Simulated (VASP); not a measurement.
The system is GaP.

```
Ga P
1.0
     3.40333    0.00000    0.00000
    -1.70166    2.94737    0.00000
     0.00000    0.00000    5.54742
Ga P
2 2
Cartesian
  0.0000 0.0000 0.0000
  0.0000 0.0000 2.7737
  0.0000 1.9649 1.3869
  1.7017 0.9825 4.1606
```

| Item | Value |
| --- | --- |
| Program | VASP 6.6.1 |
| Task | relaxation of cell and atoms |
| Functional | PBE |
| Potentials or basis | VASP PAW PBE potentials, release 64 (Ga_d, P) |
| Cutoff | 600 eV |
| k mesh | 12 × 12 × 4 |
| Occupations | fermi-dirac, width 0.02 eV |
| Spin | no spin polarisation |

At the start: pressure 32.1 GPa; volume 13.91 Å³/atom.

Where does the relaxation end?

Over 10 steps the energy falls by 285.8 meV/atom and the volume is 17.34 Å³/atom (+24.6 %); space group P6_3/mmc (No. 194, to 0.05 Å).

Step by step:
```csv
step,energy change (eV),largest force (eV/Å),pressure (GPa),volume (Å³)
1,0.0000,0.0000,32.09,55.65
2,-0.7478,0.0000,-9.07,81.22
3,-1.1389,0.0000,-0.12,69.51
4,-1.1387,0.0000,0.33,69.21
5,-1.1400,0.0000,0.29,69.18
6,-1.1413,0.0000,0.28,69.14
7,-1.1428,0.0000,0.36,69.07
8,-1.1429,0.0000,0.30,69.05
9,-1.1430,0.0000,-0.25,69.55
10,-1.1432,0.0000,0.01,69.35
```

Final structure:
```
CELL_PARAMETERS angstrom
3.61945 0.00000 0.00000
-1.80972 3.13454 0.00000
0.00000 0.00000 6.11302
ATOMIC_POSITIONS crystal
Ga 0.00000 0.00000 0.00000
Ga 0.00000 0.00000 0.50000
P 0.33333 0.66667 0.25000
P 0.66667 0.33333 0.75000
```

Caveat: the volume moved by over 15 % at a fixed basis, so the end points are rough.
